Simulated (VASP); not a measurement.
Here is a VASP 6.6.1 calculation.

The input INCAR:

```
SYSTEM = BeZn3Se4
PREC = Accurate
ENCUT = 520
EDIFF = 1E-6
ISMEAR = 0
SIGMA = 0.02
LREAL = .FALSE.
LASPH = .TRUE.
NELM = 80
ALGO = Normal
ISIF = 2
LWAVE = .FALSE.
LCHARG = .FALSE.
GGA = PE
NBANDS = 41
```

Contents of KPOINTS:

```
Automatic mesh
0
G
  8 8 8
  0 0 0
```

Contents of POSCAR:

```
BeZn3Se4
1.0
   -2.7690186247      2.7690186247      5.5196646215
    2.7690186247     -2.7690186247      5.5196646215
    2.7690186247      2.7690186247     -5.5196646215
Be Zn Se
1 3 4
Direct
    0.0000000000      0.0000000000      0.0000000000
    0.7500000000      0.2500000000      0.5000000000
    0.5000000000      0.5000000000      0.0000000000
    0.2500000000      0.7500000000      0.5000000000
    0.8851578883      0.3505879367      0.0000000000
    0.6494120633      0.6494120633      0.5345699517
    0.3505879367      0.8851578883      0.0000000000
    0.1148421117      0.1148421117      0.4654300483
```

Potentials or basis: VASP PAW PBE potentials, release 64 (Be, Zn, Se).

Run with:

```bash
$ cat potpaw_PBE.64/Be/POTCAR potpaw_PBE.64/Zn/POTCAR potpaw_PBE.64/Se/POTCAR > POTCAR
$ mpirun -np 1 vasp_std > vasp.out
```

Task: Predict the band gap on the k mesh.

Result: 1.88 eV, direct.

Task: What does it give for the largest force?

Result: 0.014 eV/Å.

Task: Estimate the pressure.

Result: 2.2 GPa.

Forces in eV/Å, atoms in the order of the input:
```
Be   0.000  0.000  0.000
Zn   0.000  0.000  0.000
Zn   0.000  0.000  0.000
Zn   0.000  0.000  0.000
Se  -0.009  0.009 -0.007
Se   0.009  0.009  0.007
Se   0.009 -0.009 -0.007
Se  -0.009 -0.009  0.007
```

 A k mesh can miss the band edges.
